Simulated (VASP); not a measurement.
# NaCl (I4/mmm) in VASP: further runs

The runs below take NaCl through single point, with PBE, r2SCAN.

Everything below comes from runs of VASP 6.6.1. Logs are shortened: lines on timing, memory, paths and dates and some standing lists are left out, and cuts for length are marked.

## (1) The cell of the first run

The structure is tetragonal, space group I4/mmm (No. 139). The conventional cell has a = 3.964 Å, b = 3.964 Å, c = 5.568 Å, α = 90.00°, β = 90.00°, γ = 90.00°. Within 3.7 Å of Na (site symmetry 4/mmm) lie 6 Cl at 2.78 to 2.80 Å. Cl (site symmetry 4/mmm) has 6 Na at 2.78 to 2.80 Å within 3.7 Å.

## (2) Single point, PBE (uniaxial y strain -0.7%)

File INCAR:

```
SYSTEM = NaCl
PREC = Accurate ; ENCUT = 520
EDIFF = 1E-6 ; ISMEAR = -1
SIGMA = 0.02 ; LREAL = .FALSE.
LASPH = .TRUE. ; NELM = 80
ALGO = Normal ; ISIF = 2
LWAVE = .FALSE. ; LCHARG = .FALSE.
GGA = PE ; NBANDS = 14
```

File KPOINTS:

```
Automatic mesh
0
G
  8 8 8
  0 0 0
```

File POSCAR:

```
NaCl
1.0
    0.0000000000      2.7842339312      2.8027319622
    2.8027319622      0.0000000000      2.8027319622
    2.8027319622      2.7842339312      0.0000000000
Na Cl
1 1
Direct
    0.0000000000      0.0000000000      0.0000000000
    0.5000000000      0.5000000000      0.5000000000
```

Potentials or basis: VASP PAW PBE potentials, release 64 (Na_pv, Cl).

Launch:

```
> cat potpaw_PBE.64/Na_pv/POTCAR potpaw_PBE.64/Cl/POTCAR > POTCAR
> mpirun -np 1 vasp_std > vasp.out
```

OUTCAR:

```text
SYSTEM = NaCl
   PREC = Accurate
   ENCUT = 520
   EDIFF = 1E-6
   ISMEAR = -1
   LREAL = .FALSE.
   LASPH = .TRUE.
   NELM = 80
   ISIF = 2
   GGA = PE

 ion  position               nearest neighbor table
   1  0.000  0.000  0.000-
   2  0.500  0.500  0.500-

  LATTYP: Found a body centered tetragonal cell.
 ALAT       =     3.9636615526
 C/A-ratio  =     1.4048797528

  Lattice vectors:

 A1 = (   0.0000000000,  -2.7842339312,   2.8027319622)
 A2 = (   0.0000000000,  -2.7842339312,  -2.8027319622)
 A3 = (   2.8027319622,   2.7842339312,   0.0000000000)

Analysis of symmetry for initial positions (statically):
=====================================================================
 Subroutine PRICEL returns:
 Original cell was already a primitive cell.

 Routine SETGRP: Setting up the symmetry group for a
 body centered tetragonal supercell.

 Subroutine GETGRP returns: Found 16 space group operations
 (whereof 16 operations were pure point group operations)
 out of a pool of 16 trial point group operations.

The static configuration has the point symmetry D_4h.

Analysis of symmetry for dynamics (positions and initial velocities):
=====================================================================
 Subroutine PRICEL returns:
 Original cell was already a primitive cell.

 Routine SETGRP: Setting up the symmetry group for a
 body centered tetragonal supercell.

 Subroutine GETGRP returns: Found 16 space group operations
 (whereof 16 operations were pure point group operations)
 out of a pool of 16 trial point group operations.

The dynamic configuration has the point symmetry D_4h.

 Subroutine INISYM returns: Found 16 space group operations
 (whereof 16 operations are pure point group operations),
 and found     1 'primitive' translations

----------------------------------------------------------------------------------------

                                     Primitive cell

  volume of cell :      43.7420

  direct lattice vectors                    reciprocal lattice vectors
     0.000000000  2.784233931  2.802731962    -0.178397366  0.179582611  0.178397366
     2.802731962  0.000000000  2.802731962     0.178397366 -0.179582611  0.178397366
     2.802731962  2.784233931  0.000000000     0.178397366  0.179582611 -0.178397366

  length of vectors
     3.950603123  3.963661553  3.950603123     0.309679116  0.309679116  0.309679116

  position of ions in fractional coordinates (direct lattice)
     0.000000000  0.000000000  0.000000000
     0.500000000  0.500000000  0.500000000

  ion indices of the primitive-cell ions
   primitive index   ion index
                 1           1
                 2           2

----------------------------------------------------------------------------------------

 KPOINTS: Automatic mesh

Automatic generation of k-mesh.
 Grid dimensions read from file:
 generate k-points for:    8    8    8

 Generating k-lattice:

  Cartesian coordinates                     Fractional coordinates (reciprocal lattice)
    -0.022299671  0.022447826  0.022299671     0.125000000  0.000000000  0.000000000
     0.022299671 -0.022447826  0.022299671    -0.000000000  0.125000000 -0.000000000
     0.022299671  0.022447826 -0.022299671     0.000000000  0.000000000  0.125000000

  Length of vectors
     0.038709889  0.038709889  0.038709889

  Shift w.r.t. Gamma in fractional coordinates (k-lattice)
     0.000000000  0.000000000  0.000000000

 Subroutine IBZKPT returns following result:
 ===========================================

 Found     59 irreducible k-points:

 Following reciprocal coordinates:
            Coordinates               Weight
  0.000000  0.000000  0.000000      1.000000
  0.125000  0.000000  0.000000      8.000000
  0.250000  0.000000  0.000000      8.000000
  0.375000  0.000000  0.000000      8.000000
  0.500000  0.000000  0.000000      4.000000
  0.125000  0.125000  0.000000      4.000000
[... 16 lines left out ...]
  0.250000  0.000000  0.125000      8.000000
  0.375000  0.000000  0.125000      8.000000
 [... further k-points ...]
   k-points           NKPTS =     59   k-points in BZ     NKDIM =     59   number of bands    NBANDS=     14
   number of dos      NEDOS =    301   number of ions     NIONS =      2
   total plane-waves  NPLWV =  27000
   dimension x,y,z NGX =    30 NGY =   30 NGZ =   30
   dimension x,y,z NGXF=    60 NGYF=   60 NGZF=   60
   ions per type =               1   1
   NGX,Y,Z   is equivalent  to a cutoff of  12.62, 12.58, 12.62 a.u.
   NGXF,Y,Z  is equivalent  to a cutoff of  25.25, 25.17, 25.25 a.u.
 SYSTEM =  NaCl
   PREC   = accura    normal or accurate (medium, high low for compatibility)
   ISTART =      0    job   : 0-new  1-cont  2-samecut
   ICHARG =      2    charge: 1-file 2-atom 10-const
   ISPIN  =      1    spin polarized calculation?
   LNONCOLLINEAR =      F non collinear calculations
   LSORBIT =      F    spin-orbit coupling
   LASPH  =      T    aspherical Exc in radial PAW
   ENCUT  =  520.0 eV  38.22 Ry    6.18 a.u.   7.35  7.37  7.35*2*pi/ulx,y,z
   NELM   =     80;   NELMIN=  2; NELMDL= -5     # of ELM steps
   EDIFF  = 0.1E-05   stopping-criterion for ELM
   LREAL  =      F    real-space projection
   EDIFFG = 0.1E-04   stopping-criterion for IOM
   NSW    =      0    number of steps for IOM
   IBRION =     -1    ionic relax: 0-MD 1-quasi-New 2-CG
   NFREE  =      0    steps in history (QN), initial steepest desc. (CG)
   ISIF   =      2    stress and relaxation
   ISYM   =      2    0-nonsym 1-usesym 2-fastsym
   POTIM  = 0.5000    time-step for ionic-motion
   TEBEG  =    0.0;   TEEND  =   0.0 temperature during run
   PSTRESS=    0.0 pullay stress
   NELECT =      14.0000    total number of electrons
   NUPDOWN=      -1.0000    fix difference up-down
   EMIN   =  10.00;   EMAX   =-10.00  energy-range for DOS
   EFERMI =   0.00;   METHOD = LEGACY
   ISMEAR =    -1;   SIGMA  =   0.02  broadening in eV -4-tet -1-fermi 0-gaus
   EFERMI_NEDOS =   21; number of points for ismear=-14 and -15
   IALGO  =     38    algorithm
   IMIX   =      4    mixing-type and parameters
     AMIX     =   0.40;   BMIX     =  1.00
     AMIX_MAG =   1.60;   BMIX_MAG =  1.00
  volume/ion in A,a.u.               =      21.87       147.59
  Fermi-wavevector in a.u.,A,eV,Ry     =   1.119828  2.116168 17.061899  1.254014
  Thomas-Fermi vector in A             =   2.256470
   LORBIT       =      0    0 simple, 1 ext, 2 COOP (PROOUT), +10 PAW based schemes
   GGA     = PE    functional components
   LHFCALC =     F    Hartree Fock is set to
   AEXX    =    0.0000 exact exchange contribution
   IVDW    =     0    specifies the selected vdW correction
   LEPSILON=     F    determine dielectric tensor
   LRPA    =     F    only Hartree local field effects (RPA)
 non-spin polarized calculation
  energy-cutoff  :      520.00
  volume of cell :       43.74
 maximum number of plane-waves:      1235
 NGX is ok and might be reduce to    30
   NGX = 15   NGY = 15   NGZ = 15

 number of electron      14.0000006 magnetization

 Free energy of the ion-electron system (eV)
  ---------------------------------------------------
  ext. energy  EPLUGINS =         0.00000000
  ---------------------------------------------------
  free energy    TOTEN  =        -6.76672757 eV

  energy without entropy =       -6.76672757  energy(sigma->0) =       -6.76672757

 E-fermi :  -0.1891     XC(G=0):  -8.2738

 val. band max:       -0.5828884179   @ k =   0.0000   0.0000   0.0000
 cond. band min:       4.6210308763   @ k =   0.0000   0.0000   0.0000
 fundamental gap:      5.2039192942
 Fermi energy:        -0.1891037721

 k-point     1 :       0.0000    0.0000    0.0000
  band No.  band energies     occupation
      1     -21.3560      2.00000
      2     -21.3560      2.00000
      3     -21.3550      2.00000
      4     -13.3010      2.00000
      5      -0.5879      2.00000
      6      -0.5829      2.00000
      7      -0.5829      2.00000
      8       4.6210      0.00000
      9      10.5445      0.00000
     10      10.5445      0.00000
     11      10.5951      0.00000
     12      12.7136      0.00000
     13      12.7957      0.00000
     14      14.4029      0.00000

 k-point     2 :       0.1250    0.0000    0.0000
  band No.  band energies     occupation
      1     -21.3606      2.00000
      2     -21.3563      2.00000
      3     -21.3556      2.00000
      4     -13.2505      2.00000
      5      -0.9673      2.00000
      6      -0.6282      2.00000
      7      -0.6267      2.00000
      8       5.1269      0.00000
      9      10.0233      0.00000
     10      10.7413      0.00000
     11      10.7789      0.00000
     12      12.4676      0.00000
     13      12.5367      0.00000
     14      15.3469      0.00000

 k-point     3 :       0.2500    0.0000    0.0000
  band No.  band energies     occupation
      1     -21.3722      2.00000
      2     -21.3572      2.00000
      3     -21.3564      2.00000
      4     -13.1249      2.00000
      5      -1.7231      2.00000
      6      -0.7291      2.00000
      7      -0.7262      2.00000
      8       6.1045      0.00000
      9       9.4918      0.00000
     10      10.8347      0.00000
     11      10.8955      0.00000
     12      12.7135      0.00000
     13      12.7399      0.00000
     14      15.2336      0.00000

 k-point     4 :       0.3750    0.0000    0.0000
  band No.  band energies     occupation
      1     -21.3837      2.00000
      2     -21.3581      2.00000
      3     -21.3572      2.00000
      4     -12.9938      2.00000
      5      -2.3485      2.00000
      6      -0.8270      2.00000
      7      -0.8201      2.00000
      8       6.6533      0.00000
      9       9.8129      0.00000
     10      10.5522      0.00000
     11      10.6207      0.00000
     12      14.0975      0.00000
     13      14.1023      0.00000
     14      14.7001      0.00000

 k-point     5 :       0.5000    0.0000    0.0000
  band No.  band energies     occupation
      1     -21.3885      2.00000
      2     -21.3585      2.00000
      3     -21.3575      2.00000
      4     -12.9377      2.00000
      5      -2.5842      2.00000
      6      -0.8663      2.00000
      7      -0.8579      2.00000
      8       6.7335      0.00000
      9      10.2465      0.00000
     10      10.4156      0.00000
     11      10.4842      0.00000
[... 276 lines left out ...]
 k-point    22 :       0.1250    0.0000    0.1250
  band No.  band energies     occupation
      1     -21.3597      2.00000
      2     -21.3573      2.00000
      3     -21.3573      2.00000
      4     -13.2339      2.00000
      5      -0.9958      2.00000
      6      -0.6864      2.00000
      7      -0.6864      2.00000
      8       5.2959      0.00000
      9       9.7404      0.00000
     10      10.9245      0.00000
     11      10.9245      0.00000
     12      11.8455      0.00000
     13      12.9359      0.00000
     14      15.8285      0.00000

 k-point    23 :       0.2500    0.0000    0.1250
  band No.  band energies     occupation
      1     -21.3684      2.00000
      2     -21.3586      2.00000
      3     -21.3576      2.00000
      4     -13.1360      2.00000
      5      -1.5459      2.00000
      6      -0.7975      2.00000
      7      -0.7854      2.00000
      8       6.1435      0.00000
      9       9.1695      0.00000
     10      10.7757      0.00000
     11      11.2096      0.00000
     12      11.8633      0.00000
     13      13.2485      0.00000
     14      16.3853      0.00000

 k-point    24 :       0.3750    0.0000    0.1250
  band No.  band energies     occupation
      1     -21.3793      2.00000
      2     -21.3595      2.00000
      3     -21.3586      2.00000
      4     -13.0099      2.00000
      5      -2.1415      2.00000
      6      -0.9279      2.00000
      7      -0.8929      2.00000
      8       6.9130      0.00000
      9       9.2472      0.00000
     10      10.1657      0.00000
     11      11.0152      0.00000
     12      13.0601      0.00000
     13      14.4381      0.00000
     14      15.8808      0.00000

 [... further k-points ...]

------------------------ aborting loop because EDIFF is reached ----------------------------------------

  FORCE on cell =-STRESS in cart. coord.  units (eV):
  Direction    XX          YY          ZZ          XY          YZ          ZX
  --------------------------------------------------------------------------------------
  -------------------------------------------------------------------------------------
  Total        0.3645840      0.4532885      0.3645840      0.0000000      0.0000000      0.0000000
  in kB       13.3539378     16.6029932     13.3539378      0.0000000      0.0000000      0.0000000
  external PRESSURE =      14.4369562 kB  Pullay stress =       0.0000000 kB

 VOLUME and BASIS-vectors are now :
 -----------------------------------------------------------------------------
  energy-cutoff  :      520.00
  volume of cell :       43.74
      direct lattice vectors                 reciprocal lattice vectors
     0.000000000  2.784233931  2.802731962    -0.178397366  0.179582611  0.178397366
     2.802731962  0.000000000  2.802731962     0.178397366 -0.179582611  0.178397366
     2.802731962  2.784233931  0.000000000     0.178397366  0.179582611 -0.178397366

 POSITION                                       TOTAL-FORCE (eV/Angst)
 -----------------------------------------------------------------------------------
      0.00000      0.00000      0.00000         0.000000      0.000000     -0.000000
      2.80273      2.78423      2.80273        -0.000000     -0.000000      0.000000
 -----------------------------------------------------------------------------------
    total drift:                               -0.000000      0.000000      0.000000

  FREE ENERGIE OF THE ION-ELECTRON SYSTEM (eV)
  ---------------------------------------------------
  free  energy   TOTEN  =        -6.7667275730 eV

  energy  without entropy=       -6.7667275730  energy(sigma->0) =       -6.76672757
```

Run time: 30 s. Hardware: 1 thread of Intel Xeon Platinum 8375C at 2.90GHz (Ice Lake), shared host; peak memory 0.17 GiB.

Results:

| Item | Value |
| --- | --- |
| Free energy | -6.7667 eV |
| Pressure | 1.4 GPa |
| Band gap on the k mesh | 5.20 eV |

Levels at points of the mesh, in eV from the valence-band top:
```
           k point  band 5  band 6  band 7  band 8  band 9  band 10
(0.00, 0.00, 0.00)   -0.01    0.00    0.00    5.20   11.13    11.13
(0.50, 0.00, 0.00)   -2.00   -0.28   -0.28    7.32   10.83    11.00
(0.50, 0.50, 0.00)   -1.73   -0.63   -0.61    7.61    8.06    11.48
(0.50, 0.00, 0.50)   -1.72   -0.63   -0.63    7.61    8.04    11.54
```

Caveat: the cell differs from its parent crystal (uniaxial y strain -0.7%).

(Part 1 of 2 ends here.)
